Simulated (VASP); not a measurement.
Input of a VASP 6.6.1 run:

INCAR

```
SYSTEM = WSe2
PREC = Accurate ; ENCUT = 520
EDIFF = 1E-6 ; ISMEAR = 0
SIGMA = 0.02 ; LREAL = .False.
LASPH = .True. ; NELM = 60
ALGO = Normal ; ISIF = 2
LWAVE = .False. ; LCHARG = .True.
GGA = PE ; IVDW = 12
LELF = .True. ; LVHAR = .True.
NBANDS = 35
```

The input KPOINTS:

```
regular mesh
0
Gamma
  9 9 2
  0 0 0
```

The input POSCAR:

```
WSe2
1.0
    3.3038203424      0.0000000000      0.0000000000
   -1.6519101712      2.8611923460      0.0000000000
    0.0000000000      0.0000000000     13.3530313730
W Se
2 4
Direct
    0.3333333333      0.6666666667      0.2500000000
    0.6666666667      0.3333333333      0.7500000000
    0.3333333333      0.6666666667      0.6241144912
    0.6666666667      0.3333333333      0.1241144912
    0.3333333333      0.6666666667      0.8758855088
    0.6666666667      0.3333333333      0.3758855088
```

Potentials or basis: VASP PAW PBE potentials, release 64 (W_sv, Se).

The run is started by

```console
$ cat potpaw_PBE.64/W_sv/POTCAR potpaw_PBE.64/Se/POTCAR > POTCAR
$ mpirun -np 1 vasp_std > vasp.out
```

**Question.** Predict the band gap on the k mesh.

**Answer.** 1.18 eV, indirect (least direct gap 1.52 eV).

**Question.** What does it give for the dispersion energy per atom?

**Answer.** -0.447 eV.

**Question.** Estimate the largest force.

**Answer.** 0.046 eV/Å.

**Question.** Estimate the pressure.

**Answer.** -1.7 GPa.

Stress tensor (GPa, compression positive):
```
-1.73  0.00  0.00
 0.00 -1.73  0.00
 0.00  0.00 -1.61
```

Caveat: spin-orbit coupling is left out, which moves the levels of the heavy elements.

**Experimental background.**

From “Time-resolved XUV ARPES with tunable 24–33 eV laser pulses at 30 meV resolution”, 2019, pmc:6684652, for a bulk crystal of WSe2: band gap 1.3 eV (indirect).

Measured gap of WSe2: 1.3 eV (indirect; “Time-resolved XUV ARPES with tunable 24–33 eV laser pulses at 30 meV resolution”, 2019, pmc:6684652). This calculation gives 1.18 eV (-0.12 eV). Spin-orbit coupling on Se, W is left out. The value is that of PBE+D3(BJ) on a finite k mesh, which can miss the band edges, without temperature or zero-point motion. Semilocal functionals fall short of measured gaps as a rule.
